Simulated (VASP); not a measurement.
Here is a VASP 6.6.1 calculation.

POSCAR

```
Re
1.0
    2.7728322014      0.0000000000      0.0000000000
   -1.3864161007      2.4013431268      0.0000000000
    0.0000000000      0.0000000000      4.4919881662
Re
2
Direct
    0.3333333333      0.6666666667      0.2500000000
    0.6666666667      0.3333333333      0.7500000000
```

The input INCAR.step1:

```
  PREC = Accurate
  ENCUT = 520
  ISMEAR = -1
  SIGMA = 0.05
  LREAL = F
  LASPH = T
  NELM = 80
  NBANDS = 14
  GGA = PE
  ALGO = Normal
  EDIFF = 1E-4
  LWAVE = T
  LCHARG = F
```

The input INCAR.step2:

```
  PREC = Accurate
  ENCUT = 520
  EDIFF = 1E-8
  ISMEAR = -1
  SIGMA = 0.05
  LREAL = F
  LASPH = T
  NELM = 80
  ALGO = Normal
  ISIF = 2
  LWAVE = F
  LCHARG = F
  METAGGA = R2SCAN
  LMIXTAU = T
  LEFG = T
  NBANDS = 14
  ISTART = 1
```

File KPOINTS:

```
Automatic mesh
0
Gamma
  12 12 7
```

Potentials or basis: VASP PAW PBE potentials, release 64 (Re).

The run is started by

```sh
$ cat potpaw_PBE.64/Re/POTCAR > POTCAR
$ cp INCAR.step1 INCAR
$ mpirun -np 1 vasp_std > vasp.out
$ cp INCAR.step2 INCAR
$ mpirun -np 1 vasp_std > vasp.out
```

Task: Estimate the pressure.

Result: -6.5 GPa.

Task: Predict the band gap on the k mesh.

Result: Zero (bands 7 and 8 overlap by 2.87 eV).

Electric field gradients, principal values (V/Å²):
```
atom   least  middle  greatest (by size)
1 Re  35.477  35.477             -70.954
2 Re  35.477  35.477             -70.954
```

Caveat: the cell stands under tension; without QUAD_EFG the Cq values of the log hold for a quadrupole moment of 1 mb, not for the nuclei; the PAW data sets were made with another functional, which shifts forces and pressure a little; spin-orbit coupling is left out, which moves the levels of the heavy elements.
